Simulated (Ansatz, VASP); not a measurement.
# MnO2: VASP beside Ansatz

Contents of INCAR:

```
SYSTEM = MnO2
PREC = Accurate
ENCUT = 600
EDIFF = 1E-7
ISMEAR = 0
SIGMA = 0.1
LREAL = .FALSE.
LASPH = .TRUE.
NELM = 200
ALGO = Normal
ISIF = 3
LWAVE = .FALSE.
LCHARG = .FALSE.
ISPIN = 2
MAGMOM = 2.61 2.61 0.11 0.11 0.11 0.11
LORBIT = 11
LMAXMIX = 4
GGA = PE
IBRION = 2
NSW = 90
EDIFFG = -0.04
GGA_COMPAT = .FALSE.
NELMIN = 4
```

File KPOINTS:

```
Automatic mesh
0
G
  4 4 6
  0 0 0
```

Contents of POSCAR:

```
MnO2
1.0
    4.3960000000      0.0000000000      0.0000000000
    0.0000000000      4.3960000000      0.0000000000
    0.0000000000      0.0000000000      2.8710000000
Mn O
2 4
Direct
    0.0000000000      0.0000000000      0.0000000000
    0.5000000000      0.5000000000      0.5000000000
    0.3020000000      0.3020000000      0.0000000000
    0.1980000000      0.8020000000      0.5000000000
    0.6980000000      0.6980000000      0.0000000000
    0.8020000000      0.1980000000      0.5000000000
```

Input for Ansatz:

```yaml
crystal:
  lattice:
    - [4.396, 0.0, 0.0]
    - [0.0, 4.396, 0.0]
    - [0.0, 0.0, 2.871]
  atoms:
    - { symbol: Mn, position: [0.0, 0.0, 0.0], spin: 2.61 }
    - { symbol: Mn, position: [0.5, 0.5, 0.5], spin: 2.61 }
    - { symbol: O, position: [0.302, 0.302, 0.0], spin: 0.11 }
    - { symbol: O, position: [0.198, 0.802, 0.5], spin: 0.11 }
    - { symbol: O, position: [0.698, 0.698, 0.0], spin: 0.11 }
    - { symbol: O, position: [0.802, 0.198, 0.5], spin: 0.11 }
basis:
  ecutwfc: 420
kpoints:
  mp_grid: { grid: [4, 4, 6] }
hamiltonian:
  xc: pbe
scf:
  occupations: { method: gaussian, width: 0.1 }
  lower_state_search: "off"
output:
  forces: true
  stress: true
  eigenvalues: true
  populations: true
magnetization:
  spin_polarized: true
relax:
  adjacent_minimum: "off"
  f_tol: 0.04
  max_steps: 70
  cell: { stress_tol: 0.4 }
```

Alike in both runs: task relaxation of cell and atoms; functional PBE; k mesh 4 × 4 × 6; occupations gaussian, width 0.1 eV; collinear spin.

```csv
,VASP,Ansatz
version,VASP 6.6.1,Ansatz 0.2.0
potentials or method,"VASP PAW PBE potentials, release 64 (Mn_pv, O), cutoff 600 eV","scalar-relativistic, plane waves, PAW"
valence electrons in the cell,50,54
```

VASP gave:

```
gap on the k mesh at the Fermi level, each at its own relaxed structure (eV) : none
net moment per atom (μB)                                                     : 1.00
size of the moment on the site where the two differ most (μB)                : 2.71
relaxed volume (Å³/atom)                                                     : 9.52
relaxed cell length with the largest relative difference (Å)                 : 2.881
```

Task: Which values does Ansatz return?

Result: gap on the k mesh at the Fermi level, each at its own relaxed structure (eV): none; net moment per atom (μB): 1.00; size of the moment on the site where the two differ most (μB): 2.39; relaxed volume (Å³/atom): 9.49; relaxed cell length with the largest relative difference (Å): 2.876.

Site moments also hang on the region over which each program counts them. A gap of «none» marks a metal or a gap that the smearing closes. VASP's potentials hold 50 valence electrons a cell and Ansatz's 54, so a difference there can come from the potentials and not from the codes.

The k mesh is coarse, so the values compare programs but aren't converged.
